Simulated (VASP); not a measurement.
Input of a VASP 6.6.1 run:

The input INCAR:

```
SYSTEM = Al3GaN4
PREC     = Accurate       ! precision mode
ENCUT    = 520            ! plane-wave cutoff, eV
EDIFF    = 1E-6           ! SCF threshold, eV
ISMEAR   = 0              ! smearing method
SIGMA    = 0.05           ! smearing width, eV
LREAL    = .False.        ! projectors in reciprocal space
LASPH    = .True.         ! aspherical terms in the spheres
NELM     = 80             ! most SCF steps
ALGO     = Normal         ! electronic algorithm
ISIF     = 2              ! what is computed and relaxed
LWAVE    = .False.        ! write WAVECAR
LCHARG   = .False.        ! write CHGCAR
GGA      = PS             ! functional
NBANDS   = 31             ! bands
```

The input KPOINTS:

```
regular mesh
0
Gamma
  6 6 6
  0 0 0
```

The input POSCAR:

```
Al3GaN4
1.0
    4.4014385300      0.0000000000      0.0000000000
    0.0000000000      4.4014385300      0.0000000000
    0.0000000000      0.0000000000      4.4014385300
Al Ga N
3 1 4
Direct
    0.5000000000      0.5000000000      0.0000000000
    0.5000000000      0.0000000000      0.5000000000
    0.0000000000      0.5000000000      0.5000000000
    0.0000000000      0.0000000000      0.0000000000
    0.7441634300      0.7441634300      0.2558365700
    0.7441634300      0.2558365700      0.7441634300
    0.2558365700      0.7441634300      0.7441634300
    0.2558365700      0.2558365700      0.2558365700
```

Potentials or basis: VASP PAW PBE potentials, release 64 (Al, Ga_d, N).

Run with:

```sh
$ cat potpaw_PBE.64/Al/POTCAR potpaw_PBE.64/Ga_d/POTCAR potpaw_PBE.64/N/POTCAR > POTCAR
$ mpirun -np 1 vasp_std > vasp.out
```

(1) What does it give for the largest force?

(2) What does it give for the pressure?

(3) What does it give for the band gap on the k mesh?

## Answers

(1) 0.108 eV/Å.

(2) 0.7 GPa.

(3) 3.33 eV, indirect (the least direct gap lies 1.2 meV higher).

Caveat: the PAW data sets were made with another functional, which shifts forces and pressure a little.
